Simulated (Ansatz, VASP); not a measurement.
# Two plane-wave programs on MnCu2

INCAR

```
PREC = Accurate
ENCUT = 520
EDIFF = 1E-6
ISMEAR = 0
SIGMA = 0.1
LREAL = F
LASPH = T
NELM = 150
ALGO = Normal
ISIF = 2
LWAVE = F
LCHARG = T
ISPIN = 2
MAGMOM = 4 4 0 0 0 0
LORBIT = 11
LMAXMIX = 4
GGA = PE
LELF = T
LVHAR = T
NBANDS = 48
```

Contents of KPOINTS:

```
Automatic mesh
0
Gamma
  6 6 2
```

The input POSCAR:

```
MnCu2
1.0
    2.6548485800      0.0000000000      0.0000000000
   -1.3274242900      2.2991663200      0.0000000000
    0.0000000000      0.0000000000     12.6038094100
Mn Cu
2 4
Direct
    0.3333333300      0.6666666700      0.4166666700
    0.6666666700      0.3333333300      0.5833333300
    0.3333333300      0.6666666700      0.7500000000
    0.3333333300      0.6666666700      0.0833333300
    0.6666666700      0.3333333300      0.9166666700
    0.6666666700      0.3333333300      0.2500000000
```

Input for Ansatz:

```yaml
crystal:
  lattice:
    - [2.65484858, 0.0, 0.0]
    - [-1.32742429, 2.29916632, 0.0]
    - [0.0, 0.0, 12.60380941]
  atoms:
    - { symbol: Mn, position: [0.33333333, 0.66666667, 0.41666667], spin: 4.0 }
    - { symbol: Mn, position: [0.66666667, 0.33333333, 0.58333333], spin: 4.0 }
    - { symbol: Cu, position: [0.33333333, 0.66666667, 0.75] }
    - { symbol: Cu, position: [0.33333333, 0.66666667, 0.08333333] }
    - { symbol: Cu, position: [0.66666667, 0.33333333, 0.91666667] }
    - { symbol: Cu, position: [0.66666667, 0.33333333, 0.25] }
basis:
  ecutwfc: 420
kpoints:
  mp_grid: { grid: [6, 6, 2] }
hamiltonian:
  xc: pbe
scf:
  occupations: { method: gaussian, width: 0.1 }
  lower_state_search: "off"
output:
  forces: true
  stress: true
  eigenvalues: true
  populations: true
magnetization:
  spin_polarized: true
```

Alike in both runs: task single point; functional PBE; k mesh 6 × 6 × 2; occupations gaussian, width 0.1 eV; collinear spin.

|  | VASP | Ansatz |
| --- | --- | --- |
| version | VASP 6.6.1 | Ansatz 0.2.0 |
| potentials or method | VASP PAW PBE potentials, release 64 (Mn_pv, Cu), cutoff 520 eV | scalar-relativistic, plane waves, PAW |
| valence electrons in the cell | 70 | 106 |

VASP gave:

- gap on the k mesh at the Fermi level (eV): none
- pressure (GPa): -1.8
- traceless stress, the component that is largest in VASP (GPa): 1.82
- rms of the force components (eV/Å): 0.101
- net moment per atom (μB): 1.07
- size of the moment on the site where the two differ most (μB): 3.05

Problem. Estimate Ansatz's values.

Solution. gap on the k mesh at the Fermi level (eV): none; pressure (GPa): -2.2; traceless stress, the component that is largest in VASP (GPa): 1.82; rms of the force components (eV/Å): 0.103; net moment per atom (μB): 1.07; size of the moment on the site where the two differ most (μB): 3.01.

Site moments also hang on the region over which each program counts them. Atom by atom the forces differ by 0.004 eV/Å (rms over components). A gap of «none» marks a metal or a gap that the smearing closes. VASP's potentials hold 70 valence electrons a cell and Ansatz's 106, so a difference there can come from the potentials and not from the codes.

The k mesh is coarse, so the values compare programs but aren't converged.
